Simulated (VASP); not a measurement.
# InSb3 (P4/mmm) in VASP: notebook, part 2 of 2

VASP 6.6.1. The steps go on from the part before.

## Step 3: Single point, PBE

This run uses another cell than the first one, of the same volume but with other edges.

File INCAR:

```
SYSTEM = InSb3
ALGO = Normal ; EDIFF = 1E-6
ENCUT = 520 ; GGA = PE
ISIF = 2 ; ISMEAR = 0
LASPH = .True. ; LCHARG = .False.
LREAL = .False. ; LWAVE = .False.
NBANDS = 22 ; NELM = 60
PREC = Accurate ; SIGMA = 0.15
```

File KPOINTS:

```
k-points
0
Gamma
  12 12 12
  0 0 0
```

File POSCAR:

```
InSb3
1.0
    4.2888569280      0.0000000000      0.0000000000
    0.0000000000      4.2888569280      0.0000000000
    0.0000000000      0.0000000000      6.0644436962
In Sb
1 3
Direct
    0.0000000000      0.0000000000      0.0000000000
    0.5000000000      0.0000000000      0.5000000000
    0.0000000000      0.5000000000      0.5000000000
    0.5000000000      0.5000000000      0.0000000000
```

Potentials or basis: VASP PAW PBE potentials, release 64 (In_d, Sb).

Launch:

```sh
cat potpaw_PBE.64/In_d/POTCAR potpaw_PBE.64/Sb/POTCAR > POTCAR
mpirun -np 1 vasp_std > vasp.out
```

OUTCAR:

```text
SYSTEM = InSb3
   EDIFF = 1E-6
   ENCUT = 520
   GGA = PE
   ISIF = 2
   ISMEAR = 0
   LASPH = .True.
   LREAL = .False.
   NELM = 60
   PREC = Accurate

 ion  position               nearest neighbor table
   1  0.000  0.000  0.000-   4 3.03   4 3.03   4 3.03   4 3.03   3 3.71   3 3.71   3 3.71   3 3.71
                             2 3.71   2 3.71   2 3.71   2 3.71
   2  0.500  0.000  0.500-   3 3.03   3 3.03   3 3.03   3 3.03   4 3.71   1 3.71   4 3.71   4 3.71
                             1 3.71   4 3.71   1 3.71   1 3.71
   3  0.000  0.500  0.500-   2 3.03   2 3.03   2 3.03   2 3.03   4 3.71   1 3.71   1 3.71   1 3.71
                             4 3.71   4 3.71   4 3.71   1 3.71
   4  0.500  0.500  0.000-   1 3.03   1 3.03   1 3.03   1 3.03   3 3.71   2 3.71   2 3.71   2 3.71
                             3 3.71   3 3.71   3 3.71   2 3.71

  LATTYP: Found a simple tetragonal cell.
 ALAT       =     4.2888569280
 C/A-ratio  =     1.4140000000

  Lattice vectors:

 A1 = (   4.2888569280,   0.0000000000,   0.0000000000)
 A2 = (   0.0000000000,   4.2888569280,   0.0000000000)
 A3 = (   0.0000000000,   0.0000000000,   6.0644436962)

Analysis of symmetry for initial positions (statically):
=====================================================================
 Subroutine PRICEL returns:
 Original cell was already a primitive cell.

 Routine SETGRP: Setting up the symmetry group for a
 simple tetragonal supercell.

 Subroutine GETGRP returns: Found 16 space group operations
 (whereof 16 operations were pure point group operations)
 out of a pool of 16 trial point group operations.

The static configuration has the point symmetry D_4h.

Analysis of symmetry for dynamics (positions and initial velocities):
=====================================================================
 Subroutine PRICEL returns:
 Original cell was already a primitive cell.

 Routine SETGRP: Setting up the symmetry group for a
 simple tetragonal supercell.
[... 128 lines left out ...]
     AMIX     =   0.40;   BMIX     =  1.00
     AMIX_MAG =   1.60;   BMIX_MAG =  1.00
  volume/ion in A,a.u.               =      27.89       188.20
  Fermi-wavevector in a.u.,A,eV,Ry     =   1.032689  1.951499 14.509882  1.066446
  Thomas-Fermi vector in A             =   2.166899
   LORBIT       =      0    0 simple, 1 ext, 2 COOP (PROOUT), +10 PAW based schemes
   GGA     = PE    functional components
   LHFCALC =     F    Hartree Fock is set to
   AEXX    =    0.0000 exact exchange contribution
   IVDW    =     0    specifies the selected vdW correction
   LEPSILON=     F    determine dielectric tensor
   LRPA    =     F    only Hartree local field effects (RPA)
 non-spin polarized calculation
 Gauss-broadening in eV      SIGMA  =   0.15
  energy-cutoff  :      520.00
  volume of cell :      111.55
 maximum number of plane-waves:      3048
 NGX is ok and might be reduce to    32

 number of electron      28.0000006 magnetization

 Free energy of the ion-electron system (eV)
  ---------------------------------------------------
  ext. energy  EPLUGINS =         0.00000000
  ---------------------------------------------------
  free energy    TOTEN  =       -14.07056402 eV

  energy without entropy =      -14.04789151  energy(sigma->0) =      -14.05922776

 E-fermi :   7.6570     XC(G=0):  -9.9998

 val. band max:        7.6545155775   @ k =   0.3333   0.1667   0.5000
 cond. band min:       7.6620355560   @ k =   0.4167   0.3333   0.0833
 fundamental gap:      0.0075199785
 Fermi energy:         7.6569884716

 k-point     1 :       0.0000    0.0000    0.0000
  band No.  band energies     occupation
      1      -6.9232      2.00000
      2      -6.8424      2.00000
      3      -6.8357      2.00000
      4      -6.8318      2.00000
      5      -6.8318      2.00000
      6      -4.5646      2.00000
[... 589 lines left out ...]
     21      15.6223      0.00000
     22      15.9849      0.00000

 [... further k-points ...]

------------------------ aborting loop because EDIFF is reached ----------------------------------------

  FORCE on cell =-STRESS in cart. coord.  units (eV):
  Direction    XX          YY          ZZ          XY          YZ          ZX
  --------------------------------------------------------------------------------------
  -------------------------------------------------------------------------------------
  Total        2.5235433      2.5235433     -0.9499624      0.0000000      0.0000000      0.0000000
  in kB       36.2449293     36.2449293    -13.6440381      0.0000000      0.0000000      0.0000000
  external PRESSURE =      19.6152735 kB  Pullay stress =       0.0000000 kB

 VOLUME and BASIS-vectors are now :
 -----------------------------------------------------------------------------
  energy-cutoff  :      520.00
  volume of cell :      111.55
      direct lattice vectors                 reciprocal lattice vectors
     4.288856928  0.000000000  0.000000000     0.233162359  0.000000000  0.000000000
     0.000000000  4.288856928  0.000000000     0.000000000  0.233162359  0.000000000
     0.000000000  0.000000000  6.064443696     0.000000000  0.000000000  0.164895586

 POSITION                                       TOTAL-FORCE (eV/Angst)
 -----------------------------------------------------------------------------------
      0.00000      0.00000      0.00000         0.000000      0.000000      0.000000
      2.14443      0.00000      3.03222         0.000000      0.000000      0.000000
      0.00000      2.14443      3.03222         0.000000      0.000000      0.000000
      2.14443      2.14443      0.00000         0.000000      0.000000      0.000000
 -----------------------------------------------------------------------------------
    total drift:                                0.000000      0.000000      0.000000

  FREE ENERGIE OF THE ION-ELECTRON SYSTEM (eV)
  ---------------------------------------------------
  free  energy   TOTEN  =       -14.0705640151 eV

  energy  without entropy=      -14.0478915115  energy(sigma->0) =      -14.05922776
```

Run time: 2 min. Hardware: 1 thread of Intel Xeon 6975P-C (Granite Rapids), shared host; peak memory 0.54 GiB.

What came out:

```
Free energy            : -14.0706 eV
Pressure               : 2.0 GPa
Band gap on the k mesh : zero (bands 14 and 15 overlap by 2.26 eV)
```

Levels at points of the mesh, in eV from the Fermi level:
| k point | band 12 | band 13 | band 14 | band 15 | band 16 | band 17 |
| --- | --- | --- | --- | --- | --- | --- |
| (0.00, 0.00, 0.00) | -2.40 | -0.81 | -0.81 | 1.27 | 1.97 | 3.56 |
| (0.50, 0.00, 0.00) | -1.21 | -0.81 | -0.10 | -0.06 | 1.04 | 2.40 |
| (0.50, 0.50, 0.00) | -3.44 | -2.98 | -1.44 | -1.31 | -1.31 | 0.54 |
| (0.00, 0.00, 0.50) | -1.64 | -1.64 | -1.39 | -1.08 | 0.69 | 1.50 |
| (0.50, 0.00, 0.50) | -0.62 | -0.57 | -0.12 | -0.01 | 0.19 | 1.09 |
| (0.50, 0.50, 0.50) | -4.56 | -4.43 | 0.70 | 0.97 | 0.97 | 3.35 |

Caveat: spin-orbit coupling is left out, which moves the levels of the heavy elements.

## Step 4: Single point, PBE

This run uses another cell than the first one, of the same volume but with other edges.

File INCAR:

```
  PREC = Accurate
  ENCUT = 520
  EDIFF = 1E-7
  ISMEAR = 0
  SIGMA = 0.15
  LREAL = False
  LASPH = True
  NELM = 60
  ALGO = Normal
  ISIF = 2
  LWAVE = False
  LCHARG = False
  GGA = PE
  NBANDS = 22
```

File KPOINTS:

```
Automatic mesh
0
Gamma
  12 12 12
```

File POSCAR:

```
InSb3
1.0
    5.0818095701      0.0000000000      0.0000000000
    0.0000000000      5.0818095701      0.0000000000
    0.0000000000      0.0000000000      4.3195381346
In Sb
1 3
Direct
    0.0000000000      0.0000000000      0.0000000000
    0.5000000000      0.0000000000      0.5000000000
    0.0000000000      0.5000000000      0.5000000000
    0.5000000000      0.5000000000      0.0000000000
```

Launch:

```sh
cat potpaw_PBE.64/In_d/POTCAR potpaw_PBE.64/Sb/POTCAR > POTCAR
mpirun -np 1 vasp_std > vasp.out
```

It took 2.8 min on 1 thread of Intel Xeon 6975P-C (Granite Rapids), shared host; peak memory 0.55 GiB.

Results (log left out):

```yaml
Free_energy: -14.2836 eV
Pressure: -0.3 GPa
Band_gap_on_the_k_mesh: zero (bands 14 and 15 overlap by 3.73 eV)
```

Stress tensor (GPa, compression positive):
```
-0.02  0.00  0.00
 0.00 -0.02  0.00
 0.00  0.00 -1.00
```

Levels at points of the mesh, in eV from the Fermi level:
```
           k point  band 10  band 11  band 12  band 13  band 14  band 15  band 16  band 17  band 18  band 19
(0.00, 0.00, 0.00)    -4.58    -3.26    -3.17    -0.18    -0.18     0.77     2.12     2.59     2.59     3.69
(0.50, 0.00, 0.00)    -3.46    -2.56    -2.00    -1.15    -0.32    -0.30     1.51     2.17     2.37     3.19
(0.50, 0.50, 0.00)    -1.20    -0.61    -0.51    -0.51    -0.38    -0.38     1.07     1.99     2.07     2.29
(0.00, 0.00, 0.50)    -2.70    -2.70    -2.04    -2.04    -1.67    -1.28     1.46     1.46     2.34     2.36
(0.50, 0.00, 0.50)    -2.94    -2.09    -1.98    -1.45    -1.28    -1.11    -1.03     0.88     3.41     3.57
(0.50, 0.50, 0.50)    -4.92    -4.92    -4.66    -4.61     2.45     2.55     3.49     3.49     4.19     6.15
```

Caveat: spin-orbit coupling is left out, which moves the levels of the heavy elements.

## Step 5: Summary

| cell | gap on the mesh (eV) | pressure (GPa) |
| --- | --- | --- |
| a = 5.404, b = 5.404, c = 3.820 Å, 4 atoms | none | -1.1 |
| a = 4.289, b = 4.289, c = 6.064 Å, 4 atoms | none | 2.0 |
| a = 5.082, b = 5.082, c = 4.320 Å, 4 atoms | none | -0.3 |

Alike in all rows: task single point; level PBE; potentials or basis VASP PAW PBE potentials, release 64 (In_d, Sb); no spin polarisation; k mesh 12 × 12 × 12; cutoff (eV) 520; smearing gaussian 0.15 eV.

Caveats: spin-orbit coupling is left out, which moves the levels of the heavy elements.

Absolute energies hang on the potentials; compare differences alone.
